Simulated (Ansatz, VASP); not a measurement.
## BeS in VASP and in Ansatz

```
CELL_PARAMETERS angstrom
2.94139 0.00000 0.00000
0.00000 2.94139 0.00000
0.00000 0.00000 2.94139
ATOMIC_POSITIONS crystal
Be 0.00000 0.00000 0.00000
S 0.50000 0.50000 0.50000
```

Alike in both runs: task single point; functional HSE06; k mesh 4 × 4 × 4; occupations methfessel-paxton of order 1, width 0.001 eV; no spin polarisation.

|  | VASP | Ansatz |
| --- | --- | --- |
| version | VASP 6.6.1 | Ansatz 0.2.0 |
| potentials or method | VASP PAW PBE potentials, release 64 (Be, S) | plane waves |
| plane-wave cutoff (eV) | 520 | 420 |
| valence electrons in the cell | 8 | 8 |

Ansatz gave:

```
pressure (GPa) : -3.3
```

Q: What did VASP give for the same quantities?

A: Pressure (GPa): -3.7.

The functional is the same, so the differences come from potentials, cutoffs and numerics. Ansatz's warnings: filled band counts differ across k points, stress exchange threshold loose, stress scf threshold loose.

The k mesh is coarse, so the values compare programs but aren't converged.
